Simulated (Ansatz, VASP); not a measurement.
Two plane-wave programs on GePbSe2

INCAR

```
SYSTEM = GePbSe2
PREC     = Accurate       ! precision mode
ENCUT    = 520            ! plane-wave cutoff, eV
EDIFF    = 1E-6           ! SCF threshold, eV
ISMEAR   = -1             ! smearing method
SIGMA    = 0.02           ! smearing width, eV
LREAL    = .FALSE.        ! projectors in reciprocal space
LASPH    = .TRUE.         ! aspherical terms in the spheres
NELM     = 100            ! most SCF steps
ALGO     = Normal         ! electronic algorithm
ISIF     = 2              ! what is computed and relaxed
LWAVE    = .FALSE.        ! write WAVECAR
LCHARG   = .TRUE.         ! write CHGCAR
GGA      = PE             ! functional
LELF     = .TRUE.         ! ELF
LVHAR    = .TRUE.       
NBANDS   = 28             ! bands
```

Contents of KPOINTS:

```
regular mesh
0
G
  8 8 8
  0 0 0
```

File POSCAR:

```
GePbSe2
1.0
    2.0796469291      1.2006847144      6.8689716595
   -2.0796469291      1.2006847144      6.8689716595
    0.0000000000     -2.4013694287      6.8689716595
Ge Pb Se
1 1 2
Direct
    1.0000000000      0.0000000000      0.0000000000
    0.5000000000      0.5000000000      0.5000000000
    0.2586079003      0.2586079003      0.2586079003
    0.7413920997      0.7413920997      0.7413920997
```

Input for Ansatz:

```yaml
crystal:
  lattice:
    - [2.0796469291, 1.2006847144, 6.8689716595]
    - [-2.0796469291, 1.2006847144, 6.8689716595]
    - [0.0, -2.4013694287, 6.8689716595]
  atoms:
    - { symbol: Ge, position: [1.0, 0.0, 0.0] }
    - { symbol: Pb, position: [0.5, 0.5, 0.5] }
    - { symbol: Se, position: [0.2586079003, 0.2586079003, 0.2586079003] }
    - { symbol: Se, position: [0.7413920997, 0.7413920997, 0.7413920997] }
kpoints:
  mp_grid: { grid: [8, 8, 8] }
  band_path:
    path:
      - [0.0, 0.0, 0.0]
      - [0.5, 0.5, 0.5]
      - [0.8129636979, 0.1870363021, 0.5]
      - [0.5, -0.1870363021, 0.1870363021]
      - [0.5, 0.0, 0.0]
      - [0.343518151, -0.343518151, 0.0]
      - [0.656481849, 0.0, 0.343518151]
      - [0.5, 0.0, 0.5]
      - [0.0, 0.5, 0.5]
    npoints: 1
hamiltonian:
  xc: pbe
scf:
  occupations: { method: fermi_dirac, width: 0.02 }
  n_extra_bands: 5
output:
  forces: true
  stress: true
  eigenvalues: true
```

Alike in both runs: task single point; functional PBE; k mesh 8 × 8 × 8; occupations fermi-dirac, width 0.02 eV; no spin polarisation.

|  | VASP | Ansatz |
| --- | --- | --- |
| version | VASP 6.6.1 | Ansatz 0.2.0 |
| potentials or method | VASP PAW PBE potentials, release 64 (Ge_d, Pb_d, Se) | plane waves, PAW |
| plane-wave cutoff (eV) | 520 | 420 |
| valence electrons in the cell | 40 | 60 |

|  | VASP | Ansatz | Ansatz less VASP |
| --- | --- | --- | --- |
| pressure (GPa) | 1.1 | 1.1 | 0.00 |
| rms of the force components (eV/Å) | 0.013 | 0.015 | +0.0014 |

Atom by atom the forces differ by 0.001 eV/Å (rms over components). The functional is the same, so the differences come from potentials, cutoffs and numerics. VASP's potentials hold 40 valence electrons a cell and Ansatz's 60, so a difference there can come from the potentials and not from the codes.

Neither program's run includes spin-orbit coupling.
